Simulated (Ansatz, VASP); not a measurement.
**Two plane-wave programs on KI**

The input POSCAR:

```
KI
1.0
    4.2278633341      0.0000000000      0.0000000000
    0.0000000000      4.2909401544      0.0000000000
    0.0000000000      0.0000000000      4.2909401544
K I
1 1
Direct
    0.0000000000      0.0000000000      0.0000000000
    0.5000000000      0.5000000000      0.5000000000
```

Contents of INCAR.step1:

```
ALGO     = Normal         # electronic algorithm
EDIFF    = 1E-5           # SCF threshold, eV
ENCUT    = 550            # plane-wave cutoff, eV
GGA      = PE             # functional
GGA_COMPAT= False        
ISMEAR   = 0              # smearing method
LASPH    = True           # aspherical terms in the spheres
LCHARG   = False          # write CHGCAR
LREAL    = False          # projectors in reciprocal space
LWAVE    = True           # write WAVECAR
NBANDS   = 15             # bands
NELM     = 120            # most SCF steps
PREC     = Accurate       # precision mode
SIGMA    = 0.01           # smearing width, eV
```

INCAR.step2

```
ALGO     = Normal         # electronic algorithm
EDIFF    = 1E-6           # SCF threshold, eV
ENCUT    = 550            # plane-wave cutoff, eV
GGA_COMPAT= False        
ISIF     = 2              # what is computed and relaxed
ISMEAR   = 0              # smearing method
ISTART   = 1            
LASPH    = True           # aspherical terms in the spheres
LCHARG   = False          # write CHGCAR
LMIXTAU  = True         
LREAL    = False          # projectors in reciprocal space
LWAVE    = False          # write WAVECAR
METAGGA  = R2SCAN         # meta-GGA
NBANDS   = 15             # bands
NELM     = 120            # most SCF steps
PREC     = Accurate       # precision mode
SIGMA    = 0.01           # smearing width, eV
```

Contents of KPOINTS:

```
k-points
0
Gamma
  6 6 6
```

Input for Ansatz:

```yaml
crystal:
  lattice:
    - [4.2278633341, 0.0, 0.0]
    - [0.0, 4.2909401544, 0.0]
    - [0.0, 0.0, 4.2909401544]
  atoms:
    - { symbol: K, position: [0.0, 0.0, 0.0] }
    - { symbol: I, position: [0.5, 0.5, 0.5] }
kpoints:
  mp_grid: { grid: [6, 6, 6] }
  band_path:
    path:
      - [0.0, 0.0, 0.0]
      - [0.0, 0.5, 0.0]
      - [0.5, 0.5, 0.0]
      - [0.5, 0.5, 0.5]
      - [0.0, 0.5, 0.5]
    npoints: 1
hamiltonian:
  xc: r2scan
scf:
  occupations: { method: fixed }
  n_extra_bands: 4
output:
  forces: true
  stress: true
  eigenvalues: true
  write_density: true
  write_potential: true
  elf: true
  volumetric_format: npy
```

Change from the starting cell: uniaxial_x strain -1.5%.

Alike in both runs: task single point; functional r2SCAN; k mesh 6 × 6 × 6; no spin polarisation.

```csv
,VASP,Ansatz
version,VASP 6.6.1,Ansatz 0.2.0
potentials or method,"VASP PAW PBE potentials, release 64 (K_sv, I)","plane waves, PAW"
plane-wave cutoff (eV),550,500
occupations,"gaussian, width 0.01 eV",fixed
valence electrons in the cell,16,26
```

|  | VASP | Ansatz | Ansatz less VASP |
| --- | --- | --- | --- |
| gap on the k mesh at the Fermi level (eV) | 4.02 | 4.02 | +0.001 |
| pressure (GPa) | 0.2 | 0.2 | +0.01 |
| traceless stress, the component that is largest in VASP (GPa) | 0.33 | 0.33 | 0.000 |

VASP's potentials were made for PBE, not for r2SCAN. VASP's potentials hold 16 valence electrons a cell and Ansatz's 26, so a difference there can come from the potentials and not from the codes.

Neither program's run includes spin-orbit coupling.
